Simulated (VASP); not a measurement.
# BeS (F-43m) in VASP: further runs

Aim: see how the results for BeS move with the level of theory and the settings. Levels: PBE, r2SCAN. Tasks: single point.

Program: VASP 6.6.1. These are calculated values, not measurements. Logs are shortened: lines on timing, memory, paths and dates and some standing lists are left out, and cuts for length are marked.

### 1 The cell of the first run

It takes space group F-43m (No. 216, cubic). Conventional cell: a = 4.869 Å, b = 4.869 Å, c = 4.869 Å, α = 90.00°, β = 90.00°, γ = 90.00°. Be (site symmetry -43m) has 4 S at 2.11 Å within 2.8 Å. S (site symmetry -43m) has 4 Be at 2.11 Å within 2.8 Å.

### 2 Single point, PBE

Input file INCAR:

```
SYSTEM = BeS
PREC = Accurate
ENCUT = 520
EDIFF = 1E-6
ISMEAR = 0
SIGMA = 0.01
LREAL = .False.
LASPH = .True.
NELM = 80
ALGO = Normal
ISIF = 2
LWAVE = .False.
LCHARG = .True.
GGA = PE
LELF = .True.
LVHAR = .True.
NBANDS = 11
```

Input file KPOINTS:

```
regular mesh
0
Gamma
  6 6 6
  0 0 0
```

Input file POSCAR:

```
BeS
1.0
    0.0000000000      2.4343058979      2.4343058979
    2.4343058979      0.0000000000      2.4343058979
    2.4343058979      2.4343058979      0.0000000000
Be S
1 1
Direct
    0.0000000000      0.0000000000      0.0000000000
    0.7500000000      0.7500000000      0.7500000000
```

Potentials or basis: VASP PAW PBE potentials, release 64 (Be, S).

Command:

```bash
> cat potpaw_PBE.64/Be/POTCAR potpaw_PBE.64/S/POTCAR > POTCAR
> mpirun -np 1 vasp_std > vasp.out
```

OUTCAR:

```text
SYSTEM = BeS
   PREC = Accurate
   ENCUT = 520
   EDIFF = 1E-6
   ISMEAR = 0
   LREAL = .False.
   LASPH = .True.
   NELM = 80
   ISIF = 2
   GGA = PE

 ion  position               nearest neighbor table
   1  0.000  0.000  0.000-   2 2.11   2 2.11   2 2.11   2 2.11
   2  0.750  0.750  0.750-   1 2.11   1 2.11   1 2.11   1 2.11

  LATTYP: Found a face centered cubic cell.
 ALAT       =     4.8686117958

  Lattice vectors:

 A1 = (   0.0000000000,   2.4343058979,   2.4343058979)
 A2 = (   2.4343058979,   0.0000000000,   2.4343058979)
 A3 = (   2.4343058979,   2.4343058979,   0.0000000000)

Analysis of symmetry for initial positions (statically):
=====================================================================
 Subroutine PRICEL returns:
 Original cell was already a primitive cell.

 Routine SETGRP: Setting up the symmetry group for a
 face centered cubic supercell.

 Subroutine GETGRP returns: Found 24 space group operations
 (whereof 24 operations were pure point group operations)
 out of a pool of 48 trial point group operations.

The static configuration has the point symmetry T_d .

Analysis of symmetry for dynamics (positions and initial velocities):
=====================================================================
 Subroutine PRICEL returns:
 Original cell was already a primitive cell.

 Routine SETGRP: Setting up the symmetry group for a
 face centered cubic supercell.

 Subroutine GETGRP returns: Found 24 space group operations
 (whereof 24 operations were pure point group operations)
 out of a pool of 48 trial point group operations.

The dynamic configuration has the point symmetry T_d .

 Subroutine INISYM returns: Found 24 space group operations
 (whereof 24 operations are pure point group operations),
 and found     1 'primitive' translations

----------------------------------------------------------------------------------------

                                     Primitive cell

  volume of cell :      28.8506

  direct lattice vectors                    reciprocal lattice vectors
     0.000000000  2.434305898  2.434305898    -0.205397358  0.205397358  0.205397358
     2.434305898  0.000000000  2.434305898     0.205397358 -0.205397358  0.205397358
     2.434305898  2.434305898  0.000000000     0.205397358  0.205397358 -0.205397358

  length of vectors
     3.442628416  3.442628416  3.442628416     0.355758660  0.355758660  0.355758660

  position of ions in fractional coordinates (direct lattice)
     0.000000000  0.000000000  0.000000000
     0.750000000  0.750000000  0.750000000

  ion indices of the primitive-cell ions
   primitive index   ion index
                 1           1
                 2           2

----------------------------------------------------------------------------------------

 KPOINTS: regular mesh

Automatic generation of k-mesh.
 Grid dimensions read from file:
 generate k-points for:    6    6    6

 Generating k-lattice:

  Cartesian coordinates                     Fractional coordinates (reciprocal lattice)
    -0.034232893  0.034232893  0.034232893     0.166666667  0.000000000  0.000000000
     0.034232893 -0.034232893  0.034232893     0.000000000  0.166666667  0.000000000
     0.034232893  0.034232893 -0.034232893     0.000000000  0.000000000  0.166666667

  Length of vectors
     0.059293110  0.059293110  0.059293110

  Shift w.r.t. Gamma in fractional coordinates (k-lattice)
     0.000000000  0.000000000  0.000000000

 Subroutine IBZKPT returns following result:
 ===========================================

 Found     16 irreducible k-points:

 Following reciprocal coordinates:
            Coordinates               Weight
  0.000000  0.000000  0.000000      1.000000
  0.166667  0.000000  0.000000      8.000000
  0.333333  0.000000  0.000000      8.000000
  0.500000  0.000000  0.000000      4.000000
  0.166667  0.166667  0.000000      6.000000
  0.333333  0.166667  0.000000     24.000000
[... 8 lines left out ...]
 -0.333333  0.333333  0.166667     24.000000
 -0.333333  0.500000  0.166667     12.000000
   k-points           NKPTS =     16   k-points in BZ     NKDIM =     16   number of bands    NBANDS=     11
   number of dos      NEDOS =    301   number of ions     NIONS =      2
   total plane-waves  NPLWV =  21952
   dimension x,y,z NGX =    28 NGY =   28 NGZ =   28
   dimension x,y,z NGXF=    56 NGYF=   56 NGZF=   56
   ions per type =               1   1
   NGX,Y,Z   is equivalent  to a cutoff of  13.52, 13.52, 13.52 a.u.
   NGXF,Y,Z  is equivalent  to a cutoff of  27.04, 27.04, 27.04 a.u.
 SYSTEM =  BeS
   PREC   = accura    normal or accurate (medium, high low for compatibility)
   ISTART =      0    job   : 0-new  1-cont  2-samecut
   ICHARG =      2    charge: 1-file 2-atom 10-const
   ISPIN  =      1    spin polarized calculation?
   LNONCOLLINEAR =      F non collinear calculations
   LSORBIT =      F    spin-orbit coupling
   LASPH  =      T    aspherical Exc in radial PAW
   ENCUT  =  520.0 eV  38.22 Ry    6.18 a.u.   6.40  6.40  6.40*2*pi/ulx,y,z
   NELM   =     80;   NELMIN=  2; NELMDL= -5     # of ELM steps
   EDIFF  = 0.1E-05   stopping-criterion for ELM
   LREAL  =      F    real-space projection
   EDIFFG = 0.1E-04   stopping-criterion for IOM
   NSW    =      0    number of steps for IOM
   IBRION =     -1    ionic relax: 0-MD 1-quasi-New 2-CG
   NFREE  =      0    steps in history (QN), initial steepest desc. (CG)
   ISIF   =      2    stress and relaxation
   ISYM   =      2    0-nonsym 1-usesym 2-fastsym
   POTIM  = 0.5000    time-step for ionic-motion
   TEBEG  =    0.0;   TEEND  =   0.0 temperature during run
   PSTRESS=    0.0 pullay stress
   NELECT =       8.0000    total number of electrons
   NUPDOWN=      -1.0000    fix difference up-down
   EMIN   =  10.00;   EMAX   =-10.00  energy-range for DOS
   EFERMI =   0.00;   METHOD = LEGACY
   ISMEAR =     0;   SIGMA  =   0.01  broadening in eV -4-tet -1-fermi 0-gaus
   EFERMI_NEDOS =   21; number of points for ismear=-14 and -15
   IALGO  =     38    algorithm
   IMIX   =      4    mixing-type and parameters
     AMIX     =   0.40;   BMIX     =  1.00
     AMIX_MAG =   1.60;   BMIX_MAG =  1.00
  volume/ion in A,a.u.               =      14.43        97.35
  Fermi-wavevector in a.u.,A,eV,Ry     =   1.067545  2.017368 15.505922  1.139653
  Thomas-Fermi vector in A             =   2.203165
   LORBIT       =      0    0 simple, 1 ext, 2 COOP (PROOUT), +10 PAW based schemes
   GGA     = PE    functional components
   LHFCALC =     F    Hartree Fock is set to
   AEXX    =    0.0000 exact exchange contribution
   IVDW    =     0    specifies the selected vdW correction
   LEPSILON=     F    determine dielectric tensor
   LRPA    =     F    only Hartree local field effects (RPA)
 non-spin polarized calculation
 Gauss-broadening in eV      SIGMA  =   0.01
  energy-cutoff  :      520.00
  volume of cell :       28.85
 maximum number of plane-waves:       791
 NGX is ok and might be reduce to    28
   NGX = 13   NGY = 13   NGZ = 13

 number of electron       7.9999999 magnetization

 Free energy of the ion-electron system (eV)
  ---------------------------------------------------
  ext. energy  EPLUGINS =         0.00000000
  ---------------------------------------------------
  free energy    TOTEN  =       -10.01050921 eV

  energy without entropy =      -10.01050921  energy(sigma->0) =      -10.01050921

 E-fermi :   4.1972     XC(G=0):  -9.6825

 val. band max:        4.0584702123   @ k =   0.0000   0.0000   0.0000
 cond. band min:       7.1937004068   @ k =   0.5000   0.5000   0.0000
 fundamental gap:      3.1352301945
 Fermi energy:         4.1972281703

 k-point     1 :       0.0000    0.0000    0.0000
  band No.  band energies     occupation
      1      -9.5577      2.00000
      2       4.0585      2.00000
      3       4.0585      2.00000
      4       4.0585      2.00000
      5       9.7316      0.00000
      6       9.7316      0.00000
      7       9.7316      0.00000
      8       9.8470      0.00000
      9      16.8488      0.00000
     10      16.8488      0.00000
     11      18.8406      0.00000

 k-point     2 :       0.1667    0.0000    0.0000
  band No.  band energies     occupation
      1      -9.2519      2.00000
      2       2.1898      2.00000
      3       3.7380      2.00000
      4       3.7380      2.00000
      5       9.6196      0.00000
      6      10.2893      0.00000
      7      10.2893      0.00000
      8      11.8433      0.00000
      9      15.9378      0.00000
     10      15.9378      0.00000
     11      18.5656      0.00000

 k-point     3 :       0.3333    0.0000    0.0000
  band No.  band energies     occupation
      1      -8.4908      2.00000
      2      -0.4477      2.00000
      3       3.2420      2.00000
      4       3.2420      2.00000
      5       9.5384      0.00000
      6      10.7152      0.00000
      7      10.7152      0.00000
      8      14.3814      0.00000
      9      16.6625      0.00000
     10      16.6625      0.00000
     11      18.2375      0.00000

 k-point     4 :       0.5000    0.0000    0.0000
  band No.  band energies     occupation
      1      -7.9783      2.00000
      2      -1.6559      2.00000
      3       3.0398      2.00000
      4       3.0398      2.00000
      5       9.4950      0.00000
      6      10.6223      0.00000
      7      10.6223      0.00000
      8      15.2113      0.00000
      9      18.9445      0.00000
     10      18.9445      0.00000
     11      19.1463      0.00000
[... 127 lines left out ...]
 k-point    14 :       0.5000    0.3333    0.1667
  band No.  band energies     occupation
      1      -7.9303      2.00000
      2      -0.2766      2.00000
      3       1.1097      2.00000
      4       2.1779      2.00000
      5       9.8155      0.00000
      6      11.0941      0.00000
      7      11.8267      0.00000
      8      14.3022      0.00000
      9      16.6242      0.00000
     10      18.5952      0.00000
     11      20.6423      0.00000

 k-point    15 :      -0.3333    0.3333    0.1667
  band No.  band energies     occupation
      1      -7.5578      2.00000
      2      -0.7439      2.00000
      3       0.6606      2.00000
      4       1.7099      2.00000
      5      10.2389      0.00000
      6      11.0673      0.00000
      7      13.4641      0.00000
      8      14.2953      0.00000
      9      15.2371      0.00000
     10      19.4542      0.00000
     11      20.3219      0.00000

 k-point    16 :      -0.3333    0.5000    0.1667
  band No.  band energies     occupation
      1      -7.4070      2.00000
      2      -0.4882      2.00000
      3       0.6893      2.00000
      4       0.9177      2.00000
      5       9.2086      0.00000
      6      10.7242      0.00000
      7      14.0282      0.00000
      8      14.4901      0.00000
      9      18.4251      0.00000
     10      18.4692      0.00000
     11      20.9761      0.00000

------------------------ aborting loop because EDIFF is reached ----------------------------------------

  FORCE on cell =-STRESS in cart. coord.  units (eV):
  Direction    XX          YY          ZZ          XY          YZ          ZX
  --------------------------------------------------------------------------------------
  -------------------------------------------------------------------------------------
  Total        0.0875284      0.0875284      0.0875284     -0.0000000     -0.0000000      0.0000000
  in kB        4.8607595      4.8607595      4.8607595     -0.0000000     -0.0000000      0.0000000
  external PRESSURE =       4.8607595 kB  Pullay stress =       0.0000000 kB

 VOLUME and BASIS-vectors are now :
 -----------------------------------------------------------------------------
  energy-cutoff  :      520.00
  volume of cell :       28.85
      direct lattice vectors                 reciprocal lattice vectors
     0.000000000  2.434305898  2.434305898    -0.205397358  0.205397358  0.205397358
     2.434305898  0.000000000  2.434305898     0.205397358 -0.205397358  0.205397358
     2.434305898  2.434305898  0.000000000     0.205397358  0.205397358 -0.205397358

 POSITION                                       TOTAL-FORCE (eV/Angst)
 -----------------------------------------------------------------------------------
      0.00000      0.00000      0.00000        -0.000000     -0.000000      0.000000
      3.65146      3.65146      3.65146         0.000000      0.000000     -0.000000
 -----------------------------------------------------------------------------------
    total drift:                               -0.000000     -0.000000     -0.000000

  FREE ENERGIE OF THE ION-ELECTRON SYSTEM (eV)
  ---------------------------------------------------
  free  energy   TOTEN  =       -10.0105092129 eV

  energy  without entropy=      -10.0105092129  energy(sigma->0) =      -10.01050921
```

Wall time 4.6 s (1 thread of Intel Xeon 6975P-C, shared host); peak memory 0.15 GiB.

What came out:

- Free energy: -10.0105 eV
- Pressure: 0.5 GPa
- Band gap on the k mesh: 3.14 eV, indirect (least direct gap 5.67 eV)

(Continued in part 2 of 2.)
